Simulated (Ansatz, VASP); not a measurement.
**AlN: VASP beside Ansatz**

```
CELL_PARAMETERS angstrom
3.07333 0.00000 0.00000
-1.53666 2.66158 0.00000
0.00000 0.00000 4.91854
ATOMIC_POSITIONS crystal
Al 0.33333 0.66667 0.99897
Al 0.66667 0.33333 0.49897
N 0.33333 0.66667 0.38103
N 0.66667 0.33333 0.88103
```

Alike in both runs: functional LDA; k mesh 8 × 8 × 6; no spin polarisation.

Ansatz relaxed the structure, and its values are those at the end. VASP's run is a single point on that final structure, the one shown.

```csv
,VASP,Ansatz
version,VASP 6.6.1,Ansatz 0.2.0
potentials or method,"VASP PAW LDA potentials, release 64 (Al, N), cutoff 520 eV","all-electron LAPW, scalar-relativistic"
occupations,"gaussian, width 0.01 eV",fixed
```

|  | VASP | Ansatz | Ansatz less VASP |
| --- | --- | --- | --- |
| gap on the k mesh at the Fermi level (eV) | 4.56 | 4.55 | -0.007 |
| pressure (GPa) | 3.9 | 3.3 | -0.65 |

LDA's correlation is that of Perdew and Zunger in VASP and of Perdew and Wang (1992) in Ansatz. Ansatz ran all-electron here, and VASP with PAW potentials.
